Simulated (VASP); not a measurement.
# Fe (I4/mmm) in VASP: further runs, part 2 of 2

VASP 6.6.1. Earlier steps stand in the parts before.

## Step 3: Single point, RPBE, collinear spin, antiferromagnetic start (12.12 Å³/atom)

This run uses another cell than the first one, of 12.12 Å³/atom.

File INCAR:

```
SYSTEM = Fe
PREC     = Accurate       ! precision mode
ENCUT    = 600            ! plane-wave cutoff, eV
EDIFF    = 1E-6           ! SCF threshold, eV
ISMEAR   = -1             ! smearing method
SIGMA    = 0.05           ! smearing width, eV
LREAL    = .FALSE.        ! projectors in reciprocal space
LASPH    = .TRUE.         ! aspherical terms in the spheres
NELM     = 200            ! most SCF steps
ALGO     = Normal         ! electronic algorithm
ISIF     = 2              ! what is computed and relaxed
LWAVE    = .FALSE.        ! write WAVECAR
LCHARG   = .FALSE.        ! write CHGCAR
ISPIN    = 2              ! spin polarisation
MAGMOM   = 1.755 -1.755   ! initial moments
LORBIT   = 11             ! projections on sites
LMAXMIX  = 4              ! l up to which the mixer works
GGA      = RP             ! functional
NBANDS   = 19             ! bands
GGA_COMPAT= .FALSE.
```

File KPOINTS:

```
regular mesh
0
G
  14 14 10
  0 0 0
```

File POSCAR:

```
Fe
1.0
    2.5029006857      0.0000000000      0.0000000000
    0.0000000000      2.5029006857      0.0000000000
    0.0000000000      0.0000000000      3.8690837940
Fe
2
Direct
    1.0000000000      0.0000000000      0.0000000000
    0.5000000000      0.5000000000      0.5000000000
```

Potentials or basis: VASP PAW PBE potentials, release 64 (Fe).

Run with:

```console
$ cat potpaw_PBE.64/Fe/POTCAR > POTCAR
$ mpirun -np 1 vasp_std > vasp.out
```

OUTCAR:

```text
SYSTEM = Fe
   PREC = Accurate
   ENCUT = 600
   EDIFF = 1E-6
   ISMEAR = -1
   LREAL = .FALSE.
   LASPH = .TRUE.
   NELM = 200
   ISIF = 2
   ISPIN = 2
   LORBIT = 11
   GGA = RP

 ion  position               nearest neighbor table
   1  0.000  0.000  0.000-   2 2.62   2 2.62   2 2.62   2 2.62   2 2.62   2 2.62   2 2.62   2 2.62

   2  0.500  0.500  0.500-   1 2.62   1 2.62   1 2.62   1 2.62   1 2.62   1 2.62   1 2.62   1 2.62

  LATTYP: Found a simple tetragonal cell.
 ALAT       =     2.5029006857
 C/A-ratio  =     1.5458399193

  Lattice vectors:

 A1 = (   2.5029006857,   0.0000000000,   0.0000000000)
 A2 = (   0.0000000000,   2.5029006857,   0.0000000000)
 A3 = (   0.0000000000,   0.0000000000,   3.8690837940)

Analysis of symmetry for initial positions (statically):
=====================================================================
 Subroutine PRICEL returns following result:

  LATTYP: Found a body centered tetragonal cell.
 ALAT       =     2.5029006857
 C/A-ratio  =     1.5458399193
[... 12 lines left out ...]
 Subroutine GETGRP returns: Found 16 space group operations
 (whereof 16 operations were pure point group operations)
 out of a pool of 16 trial point group operations.

The static configuration has the point symmetry D_4h.

Analysis of symmetry for dynamics (positions and initial velocities):
=====================================================================
 Subroutine PRICEL returns following result:

  LATTYP: Found a body centered tetragonal cell.
 ALAT       =     2.5029006857
 C/A-ratio  =     1.5458399193
[... 12 lines left out ...]
 Subroutine GETGRP returns: Found 16 space group operations
 (whereof 16 operations were pure point group operations)
 out of a pool of 16 trial point group operations.

The dynamic configuration has the point symmetry D_4h.

Analysis of structural, dynamic, and magnetic symmetry:
=====================================================================
 Subroutine PRICEL returns following result:

  LATTYP: Found a body centered tetragonal cell.
 ALAT       =     2.5029006857
 C/A-ratio  =     1.5458399193
[... 12 lines left out ...]
 Subroutine GETGRP returns: Found 16 space group operations
 (whereof 16 operations were pure point group operations)
[... 146 lines left out ...]
  free energy    TOTEN  =       -15.19494889 eV

  energy without entropy =      -15.16872915  energy(sigma->0) =      -15.18183902

 E-fermi :   5.6572     XC(G=0): -12.6807

 val. band max:        5.6554469785   @ k =   0.4286   0.2857   0.5000
 cond. band min:       5.6589000286   @ k =   0.4286   0.3571   0.4000
 fundamental gap:      0.0034530502
 Fermi energy:         5.6571775744

 spin component 1

 k-point     1 :       0.0000    0.0000    0.0000
  band No.  band energies     occupation
      1      -2.6764      1.00000
      2       1.1286      1.00000
      3       1.8519      1.00000
      4       3.7884      1.00000
      5       3.7884      1.00000
      6       3.8783      1.00000
[... 517 lines left out ...]
     18      24.5527      0.00000
     19      26.6606      0.00000

 [... further k-points ...]

 spin component 2

 k-point     1 :       0.0000    0.0000    0.0000
  band No.  band energies     occupation
      1      -2.6764      1.00000
      2       1.1286      1.00000
      3       1.8519      1.00000
      4       3.7884      1.00000
      5       3.7884      1.00000
      6       3.8783      1.00000
[... 517 lines left out ...]
     18      24.5527      0.00000
     19      26.6606      0.00000

 [... further k-points ...]

------------------------ aborting loop because EDIFF is reached ----------------------------------------

  FORCE on cell =-STRESS in cart. coord.  units (eV):
  Direction    XX          YY          ZZ          XY          YZ          ZX
  --------------------------------------------------------------------------------------
  -------------------------------------------------------------------------------------
  Total       -1.6812294     -1.6812294     -1.2034704     -0.0000000      0.0000000      0.0000000
  in kB     -111.1327855   -111.1327855    -79.5519106     -0.0000000      0.0000000      0.0000000
  external PRESSURE =    -100.6058272 kB  Pullay stress =       0.0000000 kB

 VOLUME and BASIS-vectors are now :
 -----------------------------------------------------------------------------
  energy-cutoff  :      600.00
  volume of cell :       24.24
      direct lattice vectors                 reciprocal lattice vectors
     2.502900686  0.000000000  0.000000000     0.399536428  0.000000000  0.000000000
     0.000000000  2.502900686  0.000000000     0.000000000  0.399536428  0.000000000
     0.000000000  0.000000000  3.869083794     0.000000000  0.000000000  0.258459122

 POSITION                                       TOTAL-FORCE (eV/Angst)
 -----------------------------------------------------------------------------------
      0.00000      0.00000      0.00000        -0.000000     -0.000000      0.000000
      1.25145      1.25145      1.93454         0.000000      0.000000     -0.000000
 -----------------------------------------------------------------------------------
    total drift:                               -0.000000      0.000000      0.000000

  FREE ENERGIE OF THE ION-ELECTRON SYSTEM (eV)
  ---------------------------------------------------
  free  energy   TOTEN  =       -15.1949488875 eV

  energy  without entropy=      -15.1687291525  energy(sigma->0) =      -15.18183902

 total charge

# of ion       s       p       d       tot
------------------------------------------
    1        0.468   0.505   6.155   7.128
    2        0.468   0.505   6.155   7.128
--------------------------------------------------
tot          0.936   1.010  12.311  14.257

 magnetization (x)

# of ion       s       p       d       tot
------------------------------------------
    1        0.024   0.042   2.019   2.085
    2       -0.024  -0.042  -2.019  -2.085
--------------------------------------------------
tot          0.000   0.000   0.000   0.000
```

stdout:

```text
POSCAR found type information on POSCAR Fe
 POSCAR found :  1 types and       2 ions
 scaLAPACK will be used
 -----------------------------------------------------------------------------
|                                                                             |
|                                                                             |
|     You enforced a specific xc type in the INCAR file but a different       |
|     I HOPE YOU KNOW WHAT YOU ARE DOING!                                     |
|                                                                             |
 -----------------------------------------------------------------------------

 LDA part: xc-table for (Slater+PW92), standard interpolation
 POSCAR, INCAR and KPOINTS ok, starting setup
 FFT: planning ... GRIDC
 FFT: planning ... GRID_SOFT
 FFT: planning ... GRID
 WAVECAR not read
 entering main loop
```

Wall time 5 min (1 thread of Oxide Virtual Turin-like, shared host); peak memory 0.24 GiB.

Results:

```yaml
Free_energy: -15.1949 eV
Pressure: -10.1 GPa
Band_gap_on_the_k_mesh: zero (filled and empty bands overlap)
Net_moment: 0.00 μB per cell
Site_moments: Fe +2.08, -2.08 μB
Valence_electrons_inside_the_program's_atomic_spheres: Fe 7.13
```

Stress tensor (GPa, compression positive):
```
-11.11   0.00   0.00
  0.00 -11.11   0.00
  0.00   0.00  -7.96
```

Caveat: the cell stands under tension; the antiferromagnetic order is the one typed at the start, and another may lie lower; the PAW data sets were made with another functional, which shifts forces and pressure a little.

## Step 4: Single point, RPBE, collinear spin, antiferromagnetic start (12.57 Å³/atom)

This run uses another cell than the first one, of 12.57 Å³/atom.

File INCAR:

```
SYSTEM = Fe
PREC = Accurate
ENCUT = 600
EDIFF = 1E-6
ISMEAR = -1
SIGMA = 0.05
LREAL = .False.
LASPH = .True.
NELM = 200
ALGO = Normal
ISIF = 2
LWAVE = .False.
LCHARG = .False.
ISPIN = 2
MAGMOM = 1.755 -1.755
LORBIT = 11
LMAXMIX = 4
GGA = RP
NBANDS = 19
GGA_COMPAT = .False.
```

File KPOINTS:

```
regular mesh
0
Gamma
  14 14 10
  0 0 0
```

File POSCAR:

```
Fe
1.0
    2.5334268733      0.0000000000      0.0000000000
    0.0000000000      2.5334268733      0.0000000000
    0.0000000000      0.0000000000      3.9162723933
Fe
2
Direct
    1.0000000000      0.0000000000      0.0000000000
    0.5000000000      0.5000000000      0.5000000000
```

Run with:

```console
$ cat potpaw_PBE.64/Fe/POTCAR > POTCAR
$ mpirun -np 1 vasp_std > vasp.out
```

Run time: 4.5 min. Hardware: 1 thread of Oxide Virtual Turin-like, shared host; peak memory 0.24 GiB.

Results (log left out):

```
Free energy                                           : -15.1314 eV
Pressure                                              : -12.7 GPa
Band gap on the k mesh                                : zero (filled and empty bands overlap)
Net moment                                            : 0.00 μB per cell
Site moments                                          : Fe +2.25, -2.25 μB
Valence electrons inside the program's atomic spheres : Fe 7.06
```

Stress tensor (GPa, compression positive):
```
-13.73   0.00   0.00
  0.00 -13.73   0.00
  0.00   0.00 -10.51
```

Levels at points of the mesh, in eV from the Fermi level:
Spin up:
```
           k point  band 4  band 5  band 6  band 7  band 8  band 9  band 10  band 11  band 12  band 13
(0.00, 0.00, 0.00)   -1.91   -1.91   -1.62   -1.23   -0.61    1.11     1.12     1.12     1.71     7.93
(0.50, 0.00, 0.00)   -3.01   -2.08   -1.68   -1.49   -1.25    0.63     0.90     1.31     2.81    10.21
(0.50, 0.50, 0.00)   -3.77   -0.11   -0.05    0.63    0.63    1.03     1.75     3.00     3.00     9.92
(0.00, 0.00, 0.50)   -2.49   -1.99   -1.68   -1.68   -1.21   -0.52     0.65     0.65     1.69    16.30
(0.50, 0.00, 0.50)   -2.23   -1.73   -1.24   -0.24   -0.18    0.08     0.93     1.10     1.14     6.16
(0.50, 0.50, 0.50)   -2.38   -1.70   -1.38   -1.38   -0.05    0.55     1.75     7.60     7.60     7.71
```
Spin down:
```
           k point  band 5  band 6  band 7  band 8  band 9  band 10  band 11  band 12
(0.00, 0.00, 0.00)   -1.91   -1.62   -1.23   -0.61    1.11     1.12     1.12     1.71
(0.50, 0.00, 0.00)   -2.08   -1.68   -1.49   -1.25    0.63     0.90     1.31     2.81
(0.50, 0.50, 0.00)   -0.11   -0.05    0.63    0.63    1.03     1.75     3.00     3.00
(0.00, 0.00, 0.50)   -1.99   -1.68   -1.68   -1.21   -0.52     0.65     0.65     1.69
(0.50, 0.00, 0.50)   -1.73   -1.24   -0.24   -0.18    0.08     0.93     1.10     1.14
(0.50, 0.50, 0.50)   -1.70   -1.38   -1.38   -0.05    0.55     1.75     7.60     7.60
```

Caveat: the cell stands under tension; the antiferromagnetic order is the one typed at the start, and another may lie lower; the PAW data sets were made with another functional, which shifts forces and pressure a little.

## Step 5: Summary

| cell | gap on the mesh (eV) | pressure (GPa) | moment (μB) |
| --- | --- | --- | --- |
| a = 2.472, b = 2.472, c = 3.821 Å, 2 atoms | none | -6.0 | 0.00 |
| a = 2.503, b = 2.503, c = 3.869 Å, 2 atoms | none | -10.1 | 0.00 |
| a = 2.533, b = 2.533, c = 3.916 Å, 2 atoms | none | -12.7 | 0.00 |

Alike in all rows: task single point; level RPBE; potentials or basis VASP PAW PBE potentials, release 64 (Fe); spin collinear, antiferromagnetic start; k mesh 14 × 14 × 10; cutoff (eV) 600; smearing fermi-dirac 0.05 eV.

Caveats: the cell stands under tension; the antiferromagnetic order is the one typed at the start, and another may lie lower; the PAW data sets were made with another functional, which shifts forces and pressure a little.

Absolute energies hang on the potentials; compare differences alone.
